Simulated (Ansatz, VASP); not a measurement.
**Ge: VASP beside Ansatz**

Contents of INCAR:

```
SYSTEM = Ge
ALGO = Normal
DIPOL = 0.5 0.5 0.500
EDIFF = 1E-6
ENCUT = 520
GGA = PE
IDIPOL = 3
ISIF = 2
ISMEAR = 0
LASPH = .TRUE.
LCHARG = .TRUE.
LDIPOL = .TRUE.
LELF = .TRUE.
LREAL = .FALSE.
LVACPOTAV = .TRUE.
LVHAR = .TRUE.
LWAVE = .FALSE.
NBANDS = 21
NELM = 60
PREC = Accurate
SIGMA = 0.1
```

File KPOINTS:

```
k-points
0
G
  12 12 1
  0 0 0
```

POSCAR

```
Ge
1.0
    4.1810000000      0.0000000000      0.0000000000
   -2.0905000000      3.6208522132      0.0000000000
    0.0000000000      0.0000000000     28.0000000000
Ge
2
Direct
    0.3333333333      0.6666666667      0.5025892857
    0.6666666667      0.3333333333      0.4974107143
```

Input for Ansatz:

```yaml
crystal:
  lattice:
    - [4.181, 0.0, 0.0]
    - [-2.0905, 3.6208522132, 0.0]
    - [0.0, 0.0, 28.0]
  atoms:
    - { symbol: Ge, position: [0.3333333333, 0.6666666667, 0.5025892857] }
    - { symbol: Ge, position: [0.6666666667, 0.3333333333, 0.4974107143] }
  periodic: [true, true, false]
basis:
  ecutwfc: 420
kpoints:
  mp_grid: { grid: [12, 12, 1] }
hamiltonian:
  xc: pbe
  pseudopotentials: { kind: paw, azcp: { folder: soft_1 } }
scf:
  occupations: { method: gaussian, width: 0.1 }
output:
  forces: true
  stress: true
  eigenvalues: true
```

Alike in both runs: task single point; functional PBE; k mesh 12 × 12 × 1; occupations gaussian, width 0.1 eV; no spin polarisation.

|  | VASP | Ansatz |
| --- | --- | --- |
| version | VASP 6.6.1 | Ansatz 0.2.0 |
| potentials or method | VASP PAW PBE potentials, release 64 (Ge_d), cutoff 520 eV | scalar-relativistic, plane waves, PAW |
| valence electrons in the cell | 28 | 28 |

Ansatz gave:

- gap on the k mesh at the Fermi level (eV): none
- rms of the force components (eV/Å): 0.179
- work function, face that differs most (eV): 4.84

Question: Estimate VASP's values.

Answer: gap on the k mesh at the Fermi level (eV): none; rms of the force components (eV/Å): 0.177; work function, face that differs most (eV): 4.84.

Atom by atom the forces differ by 0.002 eV/Å (rms over components). A gap of «none» marks a metal or a gap that the smearing closes. The functional is the same, so the differences come from potentials, cutoffs and numerics.
